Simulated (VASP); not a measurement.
# Os (P6_3/mmc) in VASP: a series of runs, part 2 of 2

VASP 6.6.1.

**5. Relaxation of cell and atoms, PBEsol, target pressure 1 GPa, at which the enthalpy is minimised**

This run uses another cell than the first one, of 13.89 Å³/atom.

INCAR reads:

```
SYSTEM = Os
PREC = Accurate
ENCUT = 600
EDIFF = 1E-6
ISMEAR = -1
SIGMA = 0.05
LREAL = .False.
LASPH = .True.
NELM = 100
ALGO = Normal
ISIF = 3
LWAVE = .False.
LCHARG = .False.
GGA = PS
IBRION = 2
NSW = 100
EDIFFG = -0.002
PSTRESS = 10.0
```

KPOINTS reads:

```
regular mesh
0
Gamma
  20 20 12
  0 0 0
```

POSCAR reads:

```
Os
1.0
    2.7290853742      0.0000000000      0.0000000000
   -1.3645426871      2.3634572631      0.0000000000
    0.0000000000      0.0000000000      4.3069776558
Os
2
Direct
    0.3333333333      0.6666666667      0.2500000000
    0.6666666667      0.3333333333      0.7500000000
```

Potentials or basis: VASP PAW PBE potentials, release 64 (Os).

Launch:

```
cat potpaw_PBE.64/Os/POTCAR > POTCAR
mpirun -np 1 vasp_std > vasp.out
```

OUTCAR:

```text
SYSTEM = Os
   PREC = Accurate
   ENCUT = 600
   EDIFF = 1E-6
   ISMEAR = -1
   LREAL = .False.
   LASPH = .True.
   NELM = 100
   ISIF = 3
   GGA = PS
   IBRION = 2
   NSW = 100
   EDIFFG = -0.002
   PSTRESS = 10.0

 ion  position               nearest neighbor table
   1  0.333  0.667  0.250-   2 2.67   2 2.67   2 2.67   2 2.67   2 2.67   2 2.67
   2  0.667  0.333  0.750-   1 2.67   1 2.67   1 2.67   1 2.67   1 2.67   1 2.67

  LATTYP: Found a hexagonal cell.
 ALAT       =     2.7290853742
 C/A-ratio  =     1.5781762258

  Lattice vectors:

 A1 = (   2.7290853742,   0.0000000000,   0.0000000000)
 A2 = (  -1.3645426871,   2.3634572631,   0.0000000000)
 A3 = (   0.0000000000,   0.0000000000,   4.3069776558)

Analysis of symmetry for initial positions (statically):
=====================================================================
 Subroutine PRICEL returns:
[... 301 lines left out ...]
 cond. band min:       9.4670819243   @ k =   0.4500   0.1000   0.4167
 fundamental gap:      0.0067151827
 Fermi energy:         9.4628063961

 k-point     1 :       0.0000    0.0000    0.0000
  band No.  band energies     occupation
      1      -1.6397      2.00000
      2       1.5246      2.00000
      3       6.3173      2.00000
      4       6.3173      2.00000
      5       6.5931      2.00000
      6       7.1772      2.00000
      7       7.1772      2.00000
      8       7.8340      2.00000
      9       7.8340      2.00000
     10       9.4385      1.23840
     11      11.1404      0.00000
     12      11.1404      0.00000
[... 331 lines left out ...]
 k-point    24 :       0.2500    0.1000    0.0000
  band No.  band energies     occupation
      1       1.4842      2.00000
      2       3.0536      2.00000
      3       4.0392      2.00000
      4       4.7819      2.00000
      5       6.0721      2.00000
      6       6.5030      2.00000
      7       7.3516      2.00000
      8       8.9588      1.99992
      9       9.6675      0.03283
     10      10.5797      0.00000
     11      11.8704      0.00000
     12      17.9976      0.00000

 [... further k-points ...]
[... 5 lines left out ...]
  --------------------------------------------------------------------------------------
  -------------------------------------------------------------------------------------
  Total        0.1738219      0.1738219      0.1729520      0.0000000      0.0000000      0.0000000
  in kB       10.0330219     10.0330219      9.9828094      0.0000000      0.0000000      0.0000000
  external PRESSURE =       0.0162844 kB  Pullay stress =      10.0000000 kB
[... 21 lines left out ...]
  energy  without entropy=      -24.4865947940  energy(sigma->0) =      -24.49052730

  enthalpy is  TOTEN    =       -24.3212100171 eV   P V=        0.1732497835

 reached required accuracy - stopping structural energy minimisation
```

OSZICAR:

```text
N       E                     dE             d eps       ncg     rms          rms(c)
DAV:   1     0.118480359615E+03    0.11848E+03   -0.83549E+03  7392   0.144E+03
DAV:   2    -0.169164326127E+02   -0.13540E+03   -0.12238E+03  7676   0.422E+02
DAV:   3    -0.257716062398E+02   -0.88552E+01   -0.80296E+01  9344   0.869E+01
[... 22 lines left out ...]
DAV:   4    -0.244944505031E+02   -0.25520E-05   -0.93695E-06  7564   0.240E-02    0.508E-03
DAV:   5    -0.244944509810E+02   -0.47784E-06   -0.10454E-06  4216   0.984E-03
   3 F= -.24321210E+02 E0= -.24317278E+02  d E =-.293576E-04
       N       E                     dE             d eps       ncg     rms          rms(c)
DAV:   1    -0.244944598919E+02   -0.93887E-05   -0.29634E-06  7360   0.154E-02    0.445E-03
DAV:   2    -0.244944598006E+02    0.91286E-07   -0.58169E-08  3700   0.283E-03
   4 F= -.24321210E+02 E0= -.24317278E+02  d E =-.293702E-04
```

CONTCAR:

```text
Os
   1.00000000000000
     2.7283824366364771    0.0000000000000000    0.0000000000000000
    -1.3641912183182385    2.3628485013126785    0.0000000000000000
     0.0000000000000000   -0.0000000000000000    4.3056840761278163
  Os
     2
Direct
     0.3333333332999970    0.6666666667000030    0.2500000000000000
     0.6666666667000030    0.3333333332999970    0.7500000000000000

  0.00000000E+00  0.00000000E+00  0.00000000E+00
  0.00000000E+00  0.00000000E+00  0.00000000E+00
```

Wall time 4.4 min (1 thread of Intel Xeon Platinum 8375C at 2.90GHz (Ice Lake), shared host); peak memory 0.26 GiB.

What came out:

| Quantity | Value |
| --- | --- |
| Free energy | -24.4945 eV |
| Relaxed volume | 13.88 Å³/atom |
| Relaxed cell | a = 2.728 Å, b = 2.728 Å, c = 4.306 Å, α = 90.00°, β = 90.00°, γ = 120.00° |
| Space group after relaxing (to 0.1 Å) | P6_3/mmc (No. 194) |
| Energy change on relaxing (the run minimises the enthalpy) | +0.1 meV/atom |
| Ionic steps | 4 |
| Pressure after relaxing | 1.0 GPa |
| Band gap on the k mesh | zero (bands 8 and 9 overlap by 4.02 eV) |

The path:
```tsv
step	energy change (eV)	largest force (eV/Å)	pressure (GPa)	volume (Å³)
1	0.0000	0.0000	0.62	27.78
2	0.0014	0.0000	2.76	27.65
3	0.0001	0.0000	1.02	27.76
4	0.0001	0.0000	1.00	27.76
```

Final structure:
```xyz
2
Lattice="2.7284 0.0000 0.0000 -1.3642 2.3628 0.0000 0.0000 0.0000 4.3057" Properties=species:S:1:pos:R:3 pbc="T T T"
Os    0.0000    1.5752    1.0764
Os    1.3642    0.7876    3.2293
```

Caveat: the cell is relaxed towards a set pressure, so the run minimises the enthalpy, not the energy; the PAW data sets were made with another functional, which shifts forces and pressure a little; spin-orbit coupling is left out, which moves the levels of the heavy elements.

**6. The runs side by side**

```tsv
task	cell	cutoff (eV)	gap on the mesh (eV)	pressure (GPa)
single point	a = 2.720, b = 2.720, c = 4.295 Å, angles 90.0, 90.0, 120.0°, 2 atoms	520	none	4.6
single point	a = 2.729, b = 2.729, c = 4.307 Å, angles 90.0, 90.0, 120.0°, 2 atoms	520	none	0.5
single point	a = 2.727, b = 2.727, c = 4.304 Å, angles 90.0, 90.0, 120.0°, 2 atoms	520	none	1.5
relaxation of cell and atoms	relaxed to 1 GPa from a = 2.729, b = 2.729, c = 4.307 Å, angles 90.0, 90.0, 120.0°, 2 atoms	600	none	1.0
```

Alike in all rows: level PBEsol; potentials or basis VASP PAW PBE potentials, release 64 (Os); no spin polarisation; k mesh 20 × 20 × 12; smearing fermi-dirac 0.05 eV.

Caveats: the PAW data sets were made with another functional, which shifts forces and pressure a little; spin-orbit coupling is left out, which moves the levels of the heavy elements; the cell stands under pressure (at least some runs); the cell is relaxed towards a set pressure, so the run minimises the enthalpy, not the energy (at least some runs).

Absolute energies hang on the potentials; compare differences alone.
